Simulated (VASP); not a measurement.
Input of a VASP 6.6.1 run:

The input INCAR:

```
SYSTEM = MgCd3Se4
PREC = Accurate ; ENCUT = 520
EDIFF = 1E-6 ; ISMEAR = 0
SIGMA = 0.02 ; LREAL = .False.
LASPH = .True. ; NELM = 100
ALGO = Normal ; ISIF = 2
LWAVE = .False. ; LCHARG = .True.
GGA = PE ; LELF = .True.
LVHAR = .True. ; NBANDS = 41
```

KPOINTS

```
Automatic mesh
0
Gamma
  6 6 6
  0 0 0
```

The input POSCAR:

```
MgCd3Se4
1.0
    6.1427644000      0.0000000000      0.0000000000
    0.0000000000      6.1427644000      0.0000000000
    0.0000000000      0.0000000000      6.1427644000
Mg Cd Se
1 3 4
Direct
    0.0000000000      0.0000000000      0.0000000000
    0.0000000000      0.5000000000      0.5000000000
    0.5000000000      0.0000000000      0.5000000000
    0.5000000000      0.5000000000      0.0000000000
    0.7553240000      0.7553240000      0.2446760000
    0.7553240000      0.2446760000      0.7553240000
    0.2446760000      0.7553240000      0.7553240000
    0.2446760000      0.2446760000      0.2446760000
```

Potentials or basis: VASP PAW PBE potentials, release 64 (Mg, Cd, Se).

Run with:

```sh
$ cat potpaw_PBE.64/Mg/POTCAR potpaw_PBE.64/Cd/POTCAR potpaw_PBE.64/Se/POTCAR > POTCAR
$ mpirun -np 1 vasp_std > vasp.out
```

(1) Estimate the band gap on the k mesh.

(2) Estimate the largest force.

(3) Estimate the pressure.

Results:

(1) 0.99 eV, direct.

(2) 0.032 eV/Å.

(3) 0.2 GPa.
